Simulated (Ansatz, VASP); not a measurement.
# Two plane-wave programs on SnO

```xyz
2
Lattice="0.0000 2.6372 2.6372 2.6372 0.0000 2.6372 2.6372 2.6372 0.0000" Properties=species:S:1:pos:R:3 pbc="T T T"
Sn    0.0000    0.0000    0.0000
O     2.6372    2.6372    2.6372
```

Change from the starting cell: hydrostatic strain +4.0%.

Alike in both runs: task single point; functional r2SCAN; k mesh 8 × 8 × 8; no spin polarisation.

```csv
,VASP,Ansatz
version,VASP 6.6.1,Ansatz 0.2.0
potentials or method,"VASP PAW PBE potentials, release 64 (Sn_d, O)","plane waves, PAW"
plane-wave cutoff (eV),520,500
occupations,"gaussian, width 0.01 eV",fixed
valence electrons in the cell,20,20
```

|  | VASP | Ansatz | Ansatz less VASP |
| --- | --- | --- | --- |
| gap on the k mesh at the Fermi level (eV) | 0.80 | 0.80 | 0.000 |
| pressure (GPa) | -9.1 | -9.2 | -0.05 |

VASP's potentials were made for PBE, not for r2SCAN.
